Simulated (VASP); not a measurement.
# Ti (Fm-3m) in VASP: notebook

The runs below take Ti through single point, with RPBE+D4, revPBE+D4, HF.

Everything below comes from runs of VASP 6.6.1. Logs are shortened: lines on timing, memory, paths and dates and some standing lists are left out, and cuts for length are marked.

## 1. The cell of the first run

The structure is cubic, space group Fm-3m (No. 225). The conventional cell has a = 4.110 Å, b = 4.110 Å, c = 4.110 Å, α = 90.00°, β = 90.00°, γ = 90.00°. Within 3.8 Å of Ti (site symmetry m-3m) lie 12 Ti at 2.91 Å.

## 2. Single point, RPBE+D4

Contents of INCAR:

```
PREC = Accurate
ENCUT = 520
EDIFF = 1E-7
ISMEAR = -1
SIGMA = 0.05
LREAL = False
LASPH = True
NELM = 100
ALGO = Normal
ISIF = 2
LWAVE = False
LCHARG = True
GGA = RP
IVDW = 13
LELF = True
LVHAR = True
NBANDS = 12
```

Contents of KPOINTS:

```
Automatic mesh
0
Gamma
  11 11 11
```

Contents of POSCAR:

```
Ti
1.0
    0.0000000000      2.0548178168      2.0548178168
    2.0548178168      0.0000000000      2.0548178168
    2.0548178168      2.0548178168      0.0000000000
Ti
1
Direct
    0.0000000000      0.0000000000      0.0000000000
```

Potentials or basis: VASP PAW PBE potentials, release 64 (Ti_sv).

Run with:

```
> cat potpaw_PBE.64/Ti_sv/POTCAR > POTCAR
> mpirun -np 1 vasp_std > vasp.out
```

OUTCAR:

```text
PREC = Accurate
   ENCUT = 520
   EDIFF = 1E-7
   ISMEAR = -1
   LREAL = False
   LASPH = True
   NELM = 100
   ISIF = 2
   GGA = RP
   IVDW = 13

 ion  position               nearest neighbor table
   1  0.000  0.000  0.000-

  LATTYP: Found a face centered cubic cell.
 ALAT       =     4.1096356336

  Lattice vectors:

 A1 = (   0.0000000000,   2.0548178168,   2.0548178168)
 A2 = (   2.0548178168,   0.0000000000,   2.0548178168)
 A3 = (   2.0548178168,   2.0548178168,   0.0000000000)

Analysis of symmetry for initial positions (statically):
=====================================================================
 Subroutine PRICEL returns:
 Original cell was already a primitive cell.

 Routine SETGRP: Setting up the symmetry group for a
 face centered cubic supercell.

 Subroutine GETGRP returns: Found 48 space group operations
 (whereof 48 operations were pure point group operations)
 out of a pool of 48 trial point group operations.

The static configuration has the point symmetry O_h .

Analysis of symmetry for dynamics (positions and initial velocities):
=====================================================================
 Subroutine PRICEL returns:
 Original cell was already a primitive cell.

 Routine SETGRP: Setting up the symmetry group for a
 face centered cubic supercell.

 Subroutine GETGRP returns: Found 48 space group operations
 (whereof 48 operations were pure point group operations)
 out of a pool of 48 trial point group operations.

The dynamic configuration has the point symmetry O_h .

 Subroutine INISYM returns: Found 48 space group operations
 (whereof 48 operations are pure point group operations),
 and found     1 'primitive' translations

----------------------------------------------------------------------------------------

                                     Primitive cell

  volume of cell :      17.3520

  direct lattice vectors                    reciprocal lattice vectors
     0.000000000  2.054817817  2.054817817    -0.243330575  0.243330575  0.243330575
     2.054817817  0.000000000  2.054817817     0.243330575 -0.243330575  0.243330575
     2.054817817  2.054817817  0.000000000     0.243330575  0.243330575 -0.243330575

  length of vectors
     2.905951225  2.905951225  2.905951225     0.421460918  0.421460918  0.421460918

  position of ions in fractional coordinates (direct lattice)
     0.000000000  0.000000000  0.000000000

  ion indices of the primitive-cell ions
   primitive index   ion index
[... 81 lines left out ...]
   POTIM  = 0.5000    time-step for ionic-motion
   TEBEG  =    0.0;   TEEND  =   0.0 temperature during run
   PSTRESS=    0.0 pullay stress
   NELECT =      12.0000    total number of electrons
   NUPDOWN=      -1.0000    fix difference up-down
   EMIN   =  10.00;   EMAX   =-10.00  energy-range for DOS
   EFERMI =   0.00;   METHOD = LEGACY
   ISMEAR =    -1;   SIGMA  =   0.05  broadening in eV -4-tet -1-fermi 0-gaus
   EFERMI_NEDOS =   21; number of points for ismear=-14 and -15
   IALGO  =     38    algorithm
   IMIX   =      4    mixing-type and parameters
     AMIX     =   0.40;   BMIX     =  1.00
     AMIX_MAG =   1.60;   BMIX_MAG =  1.00
  volume/ion in A,a.u.               =      17.35       117.10
  Fermi-wavevector in a.u.,A,eV,Ry     =   1.447722  2.735798 28.516448  2.095900
  Thomas-Fermi vector in A             =   2.565645
   LORBIT       =      0    0 simple, 1 ext, 2 COOP (PROOUT), +10 PAW based schemes
   GGA     = RP    functional components
   LHFCALC =     F    Hartree Fock is set to
   AEXX    =    0.0000 exact exchange contribution
   IVDW    =    13    specifies the selected vdW correction
   LEPSILON=     F    determine dielectric tensor
   LRPA    =     F    only Hartree local field effects (RPA)
 non-spin polarized calculation
  energy-cutoff  :      520.00
  volume of cell :       17.35
 maximum number of plane-waves:       487
 NGX is ok and might be reduce to    24
   NGX = 11   NGY = 11   NGZ = 11

 number of electron      12.0000002 magnetization

 Free energy of the ion-electron system (eV)
  ---------------------------------------------------
  ext. energy  EPLUGINS =         0.00000000
  ---------------------------------------------------
  free energy    TOTEN  =        -7.38353735 eV

  energy without entropy =       -7.37060158  energy(sigma->0) =       -7.37706946

 E-fermi :   8.3398     XC(G=0): -11.3946

 val. band max:        8.3355332613   @ k =  -0.3636   0.0909   0.0000
 cond. band min:       8.3565999399   @ k =   0.4545   0.0909   0.0000
 fundamental gap:      0.0210666786
 Fermi energy:         8.3397751894

 k-point     1 :       0.0000    0.0000    0.0000
  band No.  band energies     occupation
      1     -48.4966      2.00000
      2     -24.2883      2.00000
      3     -24.2883      2.00000
      4     -24.2883      2.00000
      5       2.2250      2.00000
      6       9.2349      0.00000
      7       9.2349      0.00000
      8       9.2349      0.00000
      9      10.8776      0.00000
     10      10.8776      0.00000
     11      23.5495      0.00000
     12      28.0688      0.00000
[... 331 lines left out ...]
 k-point    24 :      -0.1818    0.1818    0.0000
  band No.  band energies     occupation
      1     -48.4167      2.00000
      2     -24.6558      2.00000
      3     -24.4396      2.00000
      4     -24.3310      2.00000
      5       4.6951      2.00000
      6       8.1697      1.93545
      7       9.1571      0.00000
      8      10.1154      0.00000
      9      10.1166      0.00000
     10      11.8141      0.00000
     11      21.7630      0.00000
     12      22.2081      0.00000

 [... further k-points ...]

------------------------ aborting loop because EDIFF is reached ----------------------------------------

  DFT-D4 for vdW energy calculation

  Edisp (eV):   -0.36378

  FORCE on cell =-STRESS in cart. coord.  units (eV):
  Direction    XX          YY          ZZ          XY          YZ          ZX
  --------------------------------------------------------------------------------------
  -------------------------------------------------------------------------------------
  Total      -0.03277    -0.03277    -0.03277     0.00000     0.00000     0.00000
  in kB      -3.02532    -3.02532    -3.02532     0.00000     0.00000     0.00000
  external pressure =       -3.03 kB  Pullay stress =        0.00 kB

 VOLUME and BASIS-vectors are now :
 -----------------------------------------------------------------------------
  energy-cutoff  :      520.00
  volume of cell :       17.35
      direct lattice vectors                 reciprocal lattice vectors
     0.000000000  2.054817817  2.054817817    -0.243330575  0.243330575  0.243330575
     2.054817817  0.000000000  2.054817817     0.243330575 -0.243330575  0.243330575
     2.054817817  2.054817817  0.000000000     0.243330575  0.243330575 -0.243330575

 POSITION                                       TOTAL-FORCE (eV/Angst)
 -----------------------------------------------------------------------------------
      0.00000      0.00000      0.00000        -0.000000     -0.000000      0.000000
 -----------------------------------------------------------------------------------
    total drift:                                0.000000      0.000000     -0.000000

  FREE ENERGIE OF THE ION-ELECTRON SYSTEM (eV)
  ---------------------------------------------------
  free  energy   TOTEN  =        -7.7473154604 eV

  energy  without entropy=       -7.7343796959  energy(sigma->0) =       -7.74084758
```

Run time: 8.9 s. Hardware: 1 thread of Intel Xeon 6975P-C, shared host; peak memory 0.14 GiB.

Results:

```
Free energy                : -7.7473 eV
Pressure                   : -0.3 GPa
Band gap on the k mesh     : zero (band 6 reaches 9.23 eV, above the bottom of band 7 at 8.07 eV)
Dispersion energy per atom : -0.364 eV
```

Caveat: the PAW data sets were made with another functional, which shifts forces and pressure a little; pairwise dispersion overbinds metals, which lowers pressure and volume.

## 3. Single point, revPBE+D4

This run uses another cell than the first one, of 17.28 Å³/atom, 0.996 times its volume.

Contents of INCAR:

```
  ALGO = Fast
  EDIFF = 1E-6
  ENCUT = 520
  GGA = RE
  ISIF = 2
  ISMEAR = -1
  IVDW = 13
  LASPH = T
  LCHARG = T
  LELF = T
  LREAL = F
  LVHAR = T
  LWAVE = F
  NBANDS = 12
  NELM = 100
  PREC = Accurate
  SIGMA = 0.05
```

Contents of KPOINTS:

```
k-points
0
Gamma
  11 11 11
```

Contents of POSCAR:

```
Ti
1.0
    0.0000000000      2.0518233627      2.0518233627
    2.0518233627      0.0000000000      2.0518233627
    2.0518233627      2.0518233627      0.0000000000
Ti
1
Direct
    0.0000000000      0.0000000000      0.0000000000
```

Potentials or basis: VASP PAW PBE potentials, release 64 (Ti_sv).

Run with:

```
> cat potpaw_PBE.64/Ti_sv/POTCAR > POTCAR
> mpirun -np 1 vasp_std > vasp.out
```

OUTCAR:

```text
EDIFF = 1E-6
   ENCUT = 520
   GGA = RE
   ISIF = 2
   ISMEAR = -1
   IVDW = 13
   LASPH = T
   LREAL = F
   NELM = 100
   PREC = Accurate

 ion  position               nearest neighbor table
   1  0.000  0.000  0.000-

  LATTYP: Found a face centered cubic cell.
 ALAT       =     4.1036467254

  Lattice vectors:

 A1 = (   0.0000000000,   2.0518233627,   2.0518233627)
 A2 = (   2.0518233627,   0.0000000000,   2.0518233627)
 A3 = (   2.0518233627,   2.0518233627,   0.0000000000)

Analysis of symmetry for initial positions (statically):
=====================================================================
 Subroutine PRICEL returns:
 Original cell was already a primitive cell.

 Routine SETGRP: Setting up the symmetry group for a
 face centered cubic supercell.

 Subroutine GETGRP returns: Found 48 space group operations
 (whereof 48 operations were pure point group operations)
 out of a pool of 48 trial point group operations.

The static configuration has the point symmetry O_h .

Analysis of symmetry for dynamics (positions and initial velocities):
=====================================================================
 Subroutine PRICEL returns:
 Original cell was already a primitive cell.

 Routine SETGRP: Setting up the symmetry group for a
 face centered cubic supercell.

 Subroutine GETGRP returns: Found 48 space group operations
 (whereof 48 operations were pure point group operations)
 out of a pool of 48 trial point group operations.

The dynamic configuration has the point symmetry O_h .

 Subroutine INISYM returns: Found 48 space group operations
 (whereof 48 operations are pure point group operations),
 and found     1 'primitive' translations

----------------------------------------------------------------------------------------

                                     Primitive cell
[... 114 lines left out ...]
   GGA     = RE    functional components
   LHFCALC =     F    Hartree Fock is set to
   AEXX    =    0.0000 exact exchange contribution
   IVDW    =    13    specifies the selected vdW correction
   LEPSILON=     F    determine dielectric tensor
   LRPA    =     F    only Hartree local field effects (RPA)
 non-spin polarized calculation
 RMM-DIIS sequential band-by-band and
  energy-cutoff  :      520.00
  volume of cell :       17.28
 maximum number of plane-waves:       487
 NGX is ok and might be reduce to    24
   NGX = 11   NGY = 11   NGZ = 11

 number of electron      12.0000003 magnetization

 Free energy of the ion-electron system (eV)
  ---------------------------------------------------
  ext. energy  EPLUGINS =         0.00000000
  ---------------------------------------------------
  free energy    TOTEN  =        -7.46549578 eV

  energy without entropy =       -7.45278343  energy(sigma->0) =       -7.45913961

 E-fermi :   8.3568     XC(G=0): -11.4439

 val. band max:        8.3470917998   @ k =   0.1818   0.1818   0.0000
 cond. band min:       8.3594143826   @ k =  -0.3636   0.0909   0.0000
 fundamental gap:      0.0123225827
 Fermi energy:         8.3567888909

 k-point     1 :       0.0000    0.0000    0.0000
  band No.  band energies     occupation
      1     -48.4336      2.00000
      2     -24.2389      2.00000
      3     -24.2389      2.00000
      4     -24.2389      2.00000
      5       2.2358      2.00000
      6       9.2517      0.00000
      7       9.2517      0.00000
      8       9.2517      0.00000
      9      10.9018      0.00000
     10      10.9018      0.00000
     11      23.6025      0.00000
     12      28.1324      0.00000
[... 331 lines left out ...]
 k-point    24 :      -0.1818    0.1818    0.0000
  band No.  band energies     occupation
      1     -48.3520      2.00000
      2     -24.6126      2.00000
      3     -24.3926      2.00000
      4     -24.2822      2.00000
      5       4.7138      2.00000
      6       8.1824      1.94062
      7       9.1726      0.00000
      8      10.1356      0.00000
      9      10.1379      0.00000
     10      11.8473      0.00000
     11      21.8294      0.00000
     12      22.2845      0.00000

 [... further k-points ...]

------------------------ aborting loop because EDIFF is reached ----------------------------------------

  DFT-D4 for vdW energy calculation

  Edisp (eV):   -0.30916

  FORCE on cell =-STRESS in cart. coord.  units (eV):
  Direction    XX          YY          ZZ          XY          YZ          ZX
  --------------------------------------------------------------------------------------
  -------------------------------------------------------------------------------------
  Total      -0.03602    -0.03602    -0.03602     0.00000    -0.00000    -0.00000
  in kB      -3.34010    -3.34010    -3.34010     0.00000    -0.00000    -0.00000
  external pressure =       -3.34 kB  Pullay stress =        0.00 kB

 VOLUME and BASIS-vectors are now :
 -----------------------------------------------------------------------------
  energy-cutoff  :      520.00
  volume of cell :       17.28
      direct lattice vectors                 reciprocal lattice vectors
     0.000000000  2.051823363  2.051823363    -0.243685694  0.243685694  0.243685694
     2.051823363  0.000000000  2.051823363     0.243685694 -0.243685694  0.243685694
     2.051823363  2.051823363  0.000000000     0.243685694  0.243685694 -0.243685694

 POSITION                                       TOTAL-FORCE (eV/Angst)
 -----------------------------------------------------------------------------------
      0.00000      0.00000      0.00000        -0.000000     -0.000000     -0.000000
 -----------------------------------------------------------------------------------
    total drift:                                0.000000     -0.000000     -0.000000

  FREE ENERGIE OF THE ION-ELECTRON SYSTEM (eV)
  ---------------------------------------------------
  free  energy   TOTEN  =        -7.7746535697 eV

  energy  without entropy=       -7.7619412172  energy(sigma->0) =       -7.76829739
```

Wall time 15 s (1 thread of Intel Xeon 6975P-C, shared host); peak memory 0.14 GiB.

Results:

```yaml
Free_energy: -7.7747 eV
Pressure: -0.3 GPa
Band_gap_on_the_k_mesh: zero (band 6 reaches 9.25 eV, above the bottom of band 7 at 8.09 eV)
Dispersion_energy_per_atom: -0.309 eV
```

Levels at points of the mesh, in eV from the Fermi level:
```csv
k point,band 3,band 4,band 5,band 6,band 7,band 8,band 9,band 10
"(0.00, 0.00, 0.00)",-32.60,-32.60,-6.12,0.89,0.89,0.89,2.55,2.55
```

Caveat: the PAW data sets were made with another functional, which shifts forces and pressure a little; pairwise dispersion overbinds metals, which lowers pressure and volume.

## 4. Single point, HF

This run uses another cell than the first one, of 18.85 Å³/atom, 1.086 times its volume.

Contents of POSCAR:

```
Ti
1.0
    0.0000000000      2.1123845668      2.1123845668
    2.1123845668      0.0000000000      2.1123845668
    2.1123845668      2.1123845668      0.0000000000
Ti
1
Direct
    0.0000000000      0.0000000000      0.0000000000
```

Contents of INCAR.step1:

```
ALGO = Normal ; EDIFF = 1E-5
ENCUT = 520 ; GGA = PE
ISIF = 2 ; ISMEAR = -1
LASPH = True ; LCHARG = False
LREAL = False ; LWAVE = True
NBANDS = 12 ; NELM = 80
PREC = Accurate ; SIGMA = 0.05
```

Contents of INCAR.step2:

```
AEXX = 1.0 ; AGGAC = 0.0
ALDAC = 0.0 ; ALGO = Normal
EDIFF = 1E-6 ; ENCUT = 520
GGA = PE ; ISIF = 2
ISMEAR = -1 ; ISTART = 1
LASPH = True ; LCHARG = False
LHFCALC = True ; LREAL = False
LWAVE = False ; NBANDS = 12
NELM = 80 ; PREC = Accurate
PRECFOCK = Normal ; SIGMA = 0.05
```

Contents of KPOINTS:

```
k-points
0
Gamma
  6 6 6
```

Run with:

```
> cat potpaw_PBE.64/Ti_sv/POTCAR > POTCAR
> cp INCAR.step1 INCAR
> mpirun -np 1 vasp_std > vasp.out
> cp INCAR.step2 INCAR
> mpirun -np 1 vasp_std > vasp.out
```

It took 15 min on 1 thread of AMD EPYC 7R13 (Zen 3), shared host; peak memory 0.12 GiB.

The run converged. Its results:

```yaml
Free_energy: -17.5320 eV
Pressure: -4.9 GPa
Band_gap_on_the_k_mesh: zero (band 6 reaches 13.86 eV, above the bottom of band 7 at 8.12 eV)
```

Levels at points of the mesh, in eV from the Fermi level:
```csv
k point,band 2,band 3,band 4,band 5,band 6,band 7,band 8,band 9,band 10,band 11
"(0.00, 0.00, 0.00)",-47.28,-47.28,-47.28,-13.04,4.86,4.86,4.86,8.34,8.34,19.18
"(0.50, 0.00, 0.00)",-47.99,-47.35,-47.35,-6.53,-3.65,5.18,5.18,8.78,8.78,12.47
"(0.50, 0.50, 0.00)",-47.92,-47.47,-47.47,-4.87,-4.84,3.64,8.67,8.67,9.57,15.36
```

Caveat: the k points lie up to 0.43 Å⁻¹ apart; the PAW data sets were made with another functional, which shifts forces and pressure a little.

## 5. The runs side by side

```csv
level,cell,k mesh,grid for exact exchange (PRECFOCK),gap on the mesh (eV),pressure (GPa)
RPBE+D4,"a = 2.906 Å, angles 60.0°, 1 atom",11 × 11 × 11,-,none,-0.3
revPBE+D4,"a = 2.902 Å, angles 60.0°, 1 atom",11 × 11 × 11,-,none,-0.3
HF,"a = 2.987 Å, angles 60.0°, 1 atom",6 × 6 × 6,Normal,none,-4.9
```

Alike in all rows: task single point; potentials or basis VASP PAW PBE potentials, release 64 (Ti_sv); no spin polarisation; cutoff (eV) 520; smearing fermi-dirac 0.05 eV.

Caveats: some runs use coarse meshes; the PAW data sets were made with another functional, which shifts forces and pressure a little; pairwise dispersion overbinds metals, which lowers pressure and volume (some runs).

Total energies depend on the potentials used, so only differences within one code and one set of settings carry meaning.
